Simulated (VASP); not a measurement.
Input of a VASP 6.6.1 run:

The input INCAR:

```
PREC = Accurate ; ENCUT = 520
EDIFF = 1E-6 ; ISMEAR = 0
SIGMA = 0.1 ; LREAL = False
LASPH = True ; NELM = 80
ALGO = Normal ; ISIF = 2
LWAVE = False ; LCHARG = True
GGA = PE ; LELF = True
LVHAR = True ; NBANDS = 24
```

File KPOINTS:

```
regular mesh
0
Gamma
  6 6 6
```

File POSCAR:

```
Sc
1.0
    5.4761195413      0.0000000000      0.0000000000
   -2.7380597707      4.7424586369      0.0000000000
    0.0000000000      0.0000000000      3.3570993710
Sc
3
Direct
    0.0000000000      0.0000000000      0.0000000000
    0.3333333333      0.6666666667      0.5000000000
    0.6666666667      0.3333333333      0.5000000000
```

Potentials or basis: VASP PAW PBE potentials, release 64 (Sc_sv).

Run with:

```console
$ cat potpaw_PBE.64/Sc_sv/POTCAR > POTCAR
$ mpirun -np 1 vasp_std > vasp.out
```

(1) What does it give for the pressure?

Answers

(1) -6.7 GPa.
